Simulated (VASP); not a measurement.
# Ga (Pm-3m) in VASP: further runs, part 2 of 2

VASP 6.6.1.

## (5) Single point, r2SCAN (18.29 Å³/atom)

This run uses another cell than the first one, of 18.29 Å³/atom.

Contents of POSCAR:

```
Ga
1.0
    2.6345261917      0.0000000000      0.0000000000
    0.0000000000      2.6345261917      0.0000000000
    0.0000000000      0.0000000000      2.6345261917
Ga
1
Direct
    0.0000000000      0.0000000000      0.0000000000
```

Contents of INCAR.step1:

```
SYSTEM = Ga
PREC = Accurate
ENCUT = 520
ISMEAR = -1
SIGMA = 0.1
LREAL = .False.
LASPH = .True.
NELM = 100
NBANDS = 12
GGA = PE
ALGO = Normal
EDIFF = 1E-4
LWAVE = .True.
LCHARG = .False.
```

Contents of INCAR.step2:

```
SYSTEM = Ga
PREC = Accurate
ENCUT = 520
EDIFF = 1E-6
ISMEAR = -1
SIGMA = 0.1
LREAL = .False.
LASPH = .True.
NELM = 100
ALGO = Normal
ISIF = 2
LWAVE = .False.
LCHARG = .False.
METAGGA = R2SCAN
LMIXTAU = .True.
NBANDS = 12
ISTART = 1
```

Contents of KPOINTS:

```
Automatic mesh
0
Gamma
  13 13 13
  0 0 0
```

Potentials or basis: VASP PAW PBE potentials, release 64 (Ga_d).

Command:

```console
$ cat potpaw_PBE.64/Ga_d/POTCAR > POTCAR
$ cp INCAR.step1 INCAR
$ mpirun -np 1 vasp_std > vasp.out
$ cp INCAR.step2 INCAR
$ mpirun -np 1 vasp_std > vasp.out
```

OUTCAR:

```text
SYSTEM = Ga
   PREC = Accurate
   ENCUT = 520
   EDIFF = 1E-6
   ISMEAR = -1
   LREAL = .False.
   LASPH = .True.
   NELM = 100
   ISIF = 2
   METAGGA = R2SCAN
   ISTART = 1

 ion  position               nearest neighbor table
   1  0.000  0.000  0.000-

  LATTYP: Found a simple cubic cell.
 ALAT       =     2.6345261917

  Lattice vectors:

 A1 = (   2.6345261917,   0.0000000000,   0.0000000000)
 A2 = (   0.0000000000,   2.6345261917,   0.0000000000)
 A3 = (   0.0000000000,   0.0000000000,   2.6345261917)

Analysis of symmetry for initial positions (statically):
=====================================================================
 Subroutine PRICEL returns:
 Original cell was already a primitive cell.

 Routine SETGRP: Setting up the symmetry group for a
 simple cubic supercell.

 Subroutine GETGRP returns: Found 48 space group operations
 (whereof 48 operations were pure point group operations)
 out of a pool of 48 trial point group operations.

The static configuration has the point symmetry O_h .

Analysis of symmetry for dynamics (positions and initial velocities):
=====================================================================
 Subroutine PRICEL returns:
 Original cell was already a primitive cell.

 Routine SETGRP: Setting up the symmetry group for a
 simple cubic supercell.

 Subroutine GETGRP returns: Found 48 space group operations
 (whereof 48 operations were pure point group operations)
 out of a pool of 48 trial point group operations.

The dynamic configuration has the point symmetry O_h .

 Subroutine INISYM returns: Found 48 space group operations
 (whereof 48 operations are pure point group operations),
 and found     1 'primitive' translations

----------------------------------------------------------------------------------------

                                     Primitive cell

[... 113 lines left out ...]
   METAGGA = R2SCAN    functional components
   LHFCALC =     F    Hartree Fock is set to
   AEXX    =    0.0000 exact exchange contribution
   IVDW    =     0    specifies the selected vdW correction
   LEPSILON=     F    determine dielectric tensor
   LRPA    =     F    only Hartree local field effects (RPA)
 non-spin polarized calculation
  energy-cutoff  :      520.00
  volume of cell :       18.29
 maximum number of plane-waves:       505
 NGX is ok and might be reduce to    20
   NGX =  9   NGY =  9   NGZ =  9

 number of electron      12.9999991 magnetization

 Free energy of the ion-electron system (eV)
  ---------------------------------------------------
  ext. energy  EPLUGINS =         0.00000000
  ---------------------------------------------------
  free energy    TOTEN  =       -11.29674597 eV

  energy without entropy =      -11.28123653  energy(sigma->0) =      -11.28899125

 E-fermi :   5.4126     XC(G=0): -12.1727

 val. band max:        5.2959877783   @ k =   0.3077   0.0000   0.0000
 cond. band min:       5.4129114749   @ k =   0.3846   0.3846   0.0769
 fundamental gap:      0.1169236966
 Fermi energy:         5.4125655990

 k-point     1 :       0.0000    0.0000    0.0000
  band No.  band energies     occupation
      1     -10.3396      2.00000
      2     -10.3396      2.00000
      3      -9.6709      2.00000
      4      -9.6709      2.00000
      5      -9.6709      2.00000
      6      -6.3151      2.00000
      7      15.5782      0.00000
      8      15.5782      0.00000
      9      15.5782      0.00000
     10      18.4121      0.00000
     11      18.4121      0.00000
     12      22.3363      0.00000
[... 331 lines left out ...]
 k-point    24 :       0.3846    0.3077    0.0000
  band No.  band energies     occupation
      1     -10.1505      2.00000
      2     -10.0511      2.00000
      3      -9.8142      2.00000
      4      -9.7750      2.00000
      5      -9.7238      2.00000
      6      -0.7715      2.00000
      7       4.8958      1.98867
      8       8.7307      0.00000
      9      15.0540      0.00000
     10      20.9538      0.00000
     11      24.4430      0.00000
     12      28.5652      0.00000

 [... further k-points ...]

------------------------ aborting loop because EDIFF is reached ----------------------------------------

  FORCE on cell =-STRESS in cart. coord.  units (eV):
  Direction    XX          YY          ZZ          XY          YZ          ZX
  --------------------------------------------------------------------------------------
  -------------------------------------------------------------------------------------
  Total        0.2909243      0.2909243      0.2909243      0.0000000      0.0000000     -0.0000000
  in kB       25.4907743     25.4907743     25.4907743      0.0000000      0.0000000     -0.0000000
  external PRESSURE =      25.4907743 kB  Pullay stress =       0.0000000 kB

 VOLUME and BASIS-vectors are now :
 -----------------------------------------------------------------------------
  energy-cutoff  :      520.00
  volume of cell :       18.29
      direct lattice vectors                 reciprocal lattice vectors
     2.634526192  0.000000000  0.000000000     0.379574894  0.000000000  0.000000000
     0.000000000  2.634526192  0.000000000     0.000000000  0.379574894  0.000000000
     0.000000000  0.000000000  2.634526192     0.000000000  0.000000000  0.379574894

 POSITION                                       TOTAL-FORCE (eV/Angst)
 -----------------------------------------------------------------------------------
      0.00000      0.00000      0.00000         0.000000      0.000000      0.000000
 -----------------------------------------------------------------------------------
    total drift:                               -0.000000     -0.000000     -0.000000

  FREE ENERGIE OF THE ION-ELECTRON SYSTEM (eV)
  ---------------------------------------------------
  free  energy   TOTEN  =       -11.2967459730 eV

  energy  without entropy=      -11.2812365316  energy(sigma->0) =      -11.28899125
```

OUTCAR.step1:

```text
SYSTEM = Ga
   PREC = Accurate
   ENCUT = 520
   ISMEAR = -1
   LREAL = .False.
   LASPH = .True.
[... 577 lines left out ...]
 -----------------------------------------------------------------------------------
      0.00000      0.00000      0.00000         0.000000      0.000000      0.000000
 -----------------------------------------------------------------------------------
    total drift:                               -0.000000     -0.000000     -0.000000

  FREE ENERGIE OF THE ION-ELECTRON SYSTEM (eV)
  ---------------------------------------------------
  free  energy   TOTEN  =        -2.7975181303 eV

  energy  without entropy=       -2.7806452078  energy(sigma->0) =       -2.78908167
```

It took 74 s on 1 thread of AMD EPYC 7R13, shared host; peak memory 0.11 GiB.

Results:

```
Free energy            : -11.2967 eV
Pressure               : 2.5 GPa
Band gap on the k mesh : zero (an odd number of electrons rules out a gap without spin polarisation)
```

Levels at points of the mesh, in eV from the Fermi level:
| k point | band 3 | band 4 | band 5 | band 6 | band 7 | band 8 | band 9 | band 10 |
| --- | --- | --- | --- | --- | --- | --- | --- | --- |
| (0.00, 0.00, 0.00) | -15.08 | -15.08 | -15.08 | -11.73 | 10.17 | 10.17 | 10.17 | 13.00 |

Caveat: the PAW data sets were made with another functional, which shifts forces and pressure a little.

## (6) Single point, r2SCAN (19.05 Å³/atom)

Contents of POSCAR:

```
Ga
1.0
    2.6706200767      0.0000000000      0.0000000000
    0.0000000000      2.6706200767      0.0000000000
    0.0000000000      0.0000000000      2.6706200767
Ga
1
Direct
    0.0000000000      0.0000000000      0.0000000000
```

Changes to INCAR.step1 since step 5:

```diff
@@ -7,3 +7,3 @@
 LASPH = .True.
-NELM = 100
+NELM = 80
 NBANDS = 12
```

Changes to INCAR.step2 since step 5:

```diff
@@ -3,3 +3,3 @@
 ENCUT = 520
-EDIFF = 1E-6
+EDIFF = 1E-7
 ISMEAR = -1
@@ -8,3 +8,3 @@
 LASPH = .True.
-NELM = 100
+NELM = 80
 ALGO = Normal
```

Contents of KPOINTS:

```
regular mesh
0
Gamma
  13 13 13
  0 0 0
```

Potentials or basis: VASP PAW PBE potentials, release 64 (Ga_d).

Command:

```console
$ cat potpaw_PBE.64/Ga_d/POTCAR > POTCAR
$ cp INCAR.step1 INCAR
$ mpirun -np 1 vasp_std > vasp.out
$ cp INCAR.step2 INCAR
$ mpirun -np 1 vasp_std > vasp.out
```

It took 94 s on 1 thread of AMD EPYC 7R13, shared host; peak memory 0.11 GiB.

The run converged. Its results:

| Item | Value |
| --- | --- |
| Free energy | -11.3029 eV |
| Pressure | 0.2 GPa |
| Band gap on the k mesh | zero (an odd number of electrons rules out a gap without spin polarisation) |

Levels at points of the mesh, in eV from the Fermi level:
```
           k point  band 2  band 3  band 4  band 5  band 6  band 7  band 8  band 9  band 10  band 11
(0.00, 0.00, 0.00)  -15.69  -15.08  -15.08  -15.08  -11.43    9.85    9.85    9.85    12.72    12.72
```

Caveat: the PAW data sets were made with another functional, which shifts forces and pressure a little.

## (7) Overview

```tsv
cell	k mesh	gap on the mesh (eV)	pressure (GPa)
a = 2.671 Å, 1 atom	11 × 11 × 11	none	0.0
a = 2.559 Å, 1 atom	13 × 13 × 13	none	10.3
a = 2.597 Å, 1 atom	13 × 13 × 13	none	5.9
a = 2.635 Å, 1 atom	13 × 13 × 13	none	2.5
a = 2.671 Å, 1 atom	13 × 13 × 13	none	0.2
```

Alike in all rows: task single point; level r2SCAN; potentials or basis VASP PAW PBE potentials, release 64 (Ga_d); no spin polarisation; cutoff (eV) 520; smearing fermi-dirac 0.1 eV.

Caveats: the PAW data sets were made with another functional, which shifts forces and pressure a little; the cell stands under pressure (at least some runs).

Absolute energies hang on the potentials; compare differences alone.
